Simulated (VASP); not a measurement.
# KCl (P1) in VASP: single point with PBEsol

Aim: the single point of KCl with PBEsol.

Everything below comes from runs of VASP 6.6.1. Logs are shortened: lines on timing, memory, paths and dates and some standing lists are left out, and cuts for length are marked.

### 1 The cell of the first run

The typed cell holds 4 atoms: a = 4.413 Å, b = 4.413 Å, c = 7.644 Å, α = 73.22°, β = 73.22°, γ = 60.00°.

### 2 Single point, PBEsol (atoms displaced along several vibrational modes)

INCAR reads:

```
ALGO     = Normal         # electronic algorithm
EDIFF    = 1E-6           # SCF threshold, eV
ENCUT    = 520            # plane-wave cutoff, eV
GGA      = PS             # functional
ISIF     = 2              # what is computed and relaxed
ISMEAR   = 0              # smearing method
LASPH    = True           # aspherical terms in the spheres
LCHARG   = False          # write CHGCAR
LREAL    = False          # projectors in reciprocal space
LWAVE    = False          # write WAVECAR
NBANDS   = 24             # bands
NELM     = 60             # most SCF steps
PREC     = Accurate       # precision mode
SIGMA    = 0.05           # smearing width, eV
```

KPOINTS reads:

```
k-points
0
Gamma
  6 6 6
```

POSCAR reads:

```
KCl
1.0
    0.0000000000     -3.1207041401     -3.1207041401
   -3.1207041401      0.0000000000     -3.1207041401
    3.1207041401      3.1207041401     -6.2414082803
K Cl
2 2
Direct
    0.4746419355      0.5420203580      0.4967459532
    0.0448823451      0.9514715484     -0.0032540468
    0.7392331991      0.7535889336      0.7535889336
    0.2392331991      0.2535889336      0.2535889336
```

Potentials or basis: VASP PAW PBE potentials, release 64 (K_sv, Cl).

Started as:

```bash
> cat potpaw_PBE.64/K_sv/POTCAR potpaw_PBE.64/Cl/POTCAR > POTCAR
> mpirun -np 1 vasp_std > vasp.out
```

OUTCAR:

```text
EDIFF = 1E-6
   ENCUT = 520
   GGA = PS
   ISIF = 2
   ISMEAR = 0
   LASPH = True
   LREAL = False
   NELM = 60
   PREC = Accurate

 ion  position               nearest neighbor table
   1  0.475  0.542  0.497-   4 2.98   3 3.09   3 3.10   4 3.15   4 3.16
   2  0.045  0.951  0.997-   3 2.93   4 2.99   3 3.10   4 3.16
   3  0.739  0.754  0.754-   2 2.93   1 3.09   2 3.10   1 3.10
   4  0.239  0.254  0.254-   1 2.98   2 2.99   1 3.15   1 3.16   2 3.16

  LATTYP: Found a trigonal (rhomboedric) cell.
 ALAT       =     7.6441327815
 COS(alpha) =     0.8333333333

  Lattice vectors:

 A1 = (   3.1207041401,   6.2414082802,  -3.1207041402)
 A2 = (   6.2414082802,   3.1207041401,  -3.1207041402)
 A3 = (   3.1207041401,   3.1207041401,  -6.2414082803)

Analysis of symmetry for initial positions (statically):
=====================================================================
 Subroutine PRICEL returns:
 Original cell was already a primitive cell.

 Routine SETGRP: Setting up the symmetry group for a
 trigonal (rhombohedral) supercell.

 Subroutine GETGRP returns: Found  1 space group operations
 (whereof  1 operations were pure point group operations)
 out of a pool of 12 trial point group operations.

The static configuration has the point symmetry C_1 .

Analysis of symmetry for dynamics (positions and initial velocities):
=====================================================================
 Subroutine PRICEL returns:
 Original cell was already a primitive cell.

 Routine SETGRP: Setting up the symmetry group for a
 trigonal (rhombohedral) supercell.

 Subroutine GETGRP returns: Found  1 space group operations
 (whereof  1 operations were pure point group operations)
 out of a pool of 12 trial point group operations.

The dynamic configuration has the point symmetry C_1 .

 Subroutine INISYM returns: Found  1 space group operations
 (whereof  1 operations are pure point group operations),
 and found     1 'primitive' translations

----------------------------------------------------------------------------------------

                                     Primitive cell

  volume of cell :     121.5676

  direct lattice vectors                    reciprocal lattice vectors
[... 83 lines left out ...]
   ISTART =      0    job   : 0-new  1-cont  2-samecut
   ICHARG =      2    charge: 1-file 2-atom 10-const
   ISPIN  =      1    spin polarized calculation?
   LNONCOLLINEAR =      F non collinear calculations
   LSORBIT =      F    spin-orbit coupling
   LASPH  =      T    aspherical Exc in radial PAW
   ENCUT  =  520.0 eV  38.22 Ry    6.18 a.u.   8.21  8.21 14.21*2*pi/ulx,y,z
   NELM   =     60;   NELMIN=  2; NELMDL= -5     # of ELM steps
   EDIFF  = 0.1E-05   stopping-criterion for ELM
   LREAL  =      F    real-space projection
   EDIFFG = 0.1E-04   stopping-criterion for IOM
   NSW    =      0    number of steps for IOM
   IBRION =     -1    ionic relax: 0-MD 1-quasi-New 2-CG
   NFREE  =      0    steps in history (QN), initial steepest desc. (CG)
   ISIF   =      2    stress and relaxation
   ISYM   =      2    0-nonsym 1-usesym 2-fastsym
   POTIM  = 0.5000    time-step for ionic-motion
   TEBEG  =    0.0;   TEEND  =   0.0 temperature during run
   PSTRESS=    0.0 pullay stress
   NELECT =      32.0000    total number of electrons
   NUPDOWN=      -1.0000    fix difference up-down
   EMIN   =  10.00;   EMAX   =-10.00  energy-range for DOS
   EFERMI =   0.00;   METHOD = LEGACY
   ISMEAR =     0;   SIGMA  =   0.05  broadening in eV -4-tet -1-fermi 0-gaus
   EFERMI_NEDOS =   21; number of points for ismear=-14 and -15
   IALGO  =     38    algorithm
   IMIX   =      4    mixing-type and parameters
     AMIX     =   0.40;   BMIX     =  1.00
     AMIX_MAG =   1.60;   BMIX_MAG =  1.00
  volume/ion in A,a.u.               =      30.39       205.09
  Fermi-wavevector in a.u.,A,eV,Ry     =   1.049185  1.982673 14.977157  1.100790
  Thomas-Fermi vector in A             =   2.184138
   LORBIT       =      0    0 simple, 1 ext, 2 COOP (PROOUT), +10 PAW based schemes
   GGA     = PS    functional components
   LHFCALC =     F    Hartree Fock is set to
   AEXX    =    0.0000 exact exchange contribution
   IVDW    =     0    specifies the selected vdW correction
   LEPSILON=     F    determine dielectric tensor
   LRPA    =     F    only Hartree local field effects (RPA)
 non-spin polarized calculation
 Gauss-broadening in eV      SIGMA  =   0.05
  energy-cutoff  :      520.00
  volume of cell :      121.57
 maximum number of plane-waves:      3292
 NGX is ok and might be reduce to    36
   NGX = 17   NGY = 17   NGZ = 29

 number of electron      31.9999997 magnetization

 Free energy of the ion-electron system (eV)
  ---------------------------------------------------
  ext. energy  EPLUGINS =         0.00000000
  ---------------------------------------------------
  free energy    TOTEN  =       -13.98595664 eV

  energy without entropy =      -13.98595664  energy(sigma->0) =      -13.98595664

 E-fermi :  -1.5276     XC(G=0):  -7.8198

 val. band max:       -1.8137266602   @ k =   0.0000   0.0000   0.0000
 cond. band min:       3.2904871825   @ k =   0.0000   0.0000   0.0000
 fundamental gap:      5.1042138427
 Fermi energy:        -1.5276351823

 k-point     1 :       0.0000    0.0000    0.0000
  band No.  band energies     occupation
      1     -28.7860      2.00000
      2     -28.7672      2.00000
      3     -14.1423      2.00000
      4     -13.9434      2.00000
      5     -12.3246      2.00000
      6     -12.3224      2.00000
[... 637 lines left out ...]
     23       8.2287      0.00000
     24       8.8191      0.00000

 [... further k-points ...]
[... 5 lines left out ...]
  --------------------------------------------------------------------------------------
  -------------------------------------------------------------------------------------
  Total        0.4109418      0.4140128      0.0378432      0.0895987      0.0017787     -0.0345150
  in kB        5.4159315      5.4564047      0.4987476      1.1808499      0.0234426     -0.4548846
  external PRESSURE =       3.7903613 kB  Pullay stress =       0.0000000 kB

 VOLUME and BASIS-vectors are now :
 -----------------------------------------------------------------------------
  energy-cutoff  :      520.00
  volume of cell :      121.57
      direct lattice vectors                 reciprocal lattice vectors
     0.000000000 -3.120704140 -3.120704140     0.080110125 -0.240330376 -0.080110125
    -3.120704140  0.000000000 -3.120704140    -0.240330376  0.080110125 -0.080110125
     3.120704140  3.120704140 -6.241408280     0.080110125  0.080110125 -0.080110125

 POSITION                                       TOTAL-FORCE (eV/Angst)
 -----------------------------------------------------------------------------------
     -0.14129      0.06898     -6.27310         0.221780     -0.046309      0.045703
      0.14129      2.97048     -9.33042        -0.208417      0.303205     -0.042904
      0.00000      0.04480     -9.36211        -0.006880     -0.201500     -0.006706
      0.00000      0.04480     -3.12070        -0.006483     -0.055396      0.003906
 -----------------------------------------------------------------------------------
    total drift:                                0.000013     -0.000311     -0.000038

  FREE ENERGIE OF THE ION-ELECTRON SYSTEM (eV)
  ---------------------------------------------------
  free  energy   TOTEN  =       -13.9859566370 eV

  energy  without entropy=      -13.9859566370  energy(sigma->0) =      -13.98595664
```

stdout:

```text
POSCAR found type information on POSCAR K Cl
 POSCAR found :  2 types and       4 ions
 scaLAPACK will be used
 -----------------------------------------------------------------------------
|                                                                             |
|                                                                             |
|     You enforced a specific xc type in the INCAR file but a different       |
|     I HOPE YOU KNOW WHAT YOU ARE DOING!                                     |
|                                                                             |
 -----------------------------------------------------------------------------

 LDA part: xc-table for (Slater+PW92), standard interpolation
 POSCAR, INCAR and KPOINTS ok, starting setup
 FFT: planning ... GRIDC
 FFT: planning ... GRID_SOFT
 FFT: planning ... GRID
 WAVECAR not read
 entering main loop
```

Run time: 2.8 min. Hardware: 1 thread of Intel Xeon 6975P-C (Granite Rapids), shared host; peak memory 0.42 GiB.

What came out:

| Property | Result |
| --- | --- |
| Free energy | -13.9860 eV |
| Pressure | 0.4 GPa |
| Largest force | 0.370 eV/Å |
| Band gap on the k mesh | 5.10 eV |

Forces in eV/Å, atoms in the order of the input:
```
K    0.222 -0.046  0.046
K   -0.208  0.303 -0.043
Cl  -0.007 -0.202 -0.007
Cl  -0.006 -0.055  0.004
```

Stress tensor (GPa, compression positive):
```
 0.54  0.12 -0.05
 0.12  0.55  0.00
-0.05  0.00  0.05
```

Caveat: the cell differs from its parent crystal (atoms displaced along several vibrational modes); the PAW data sets were made with another functional, which shifts forces and pressure a little.
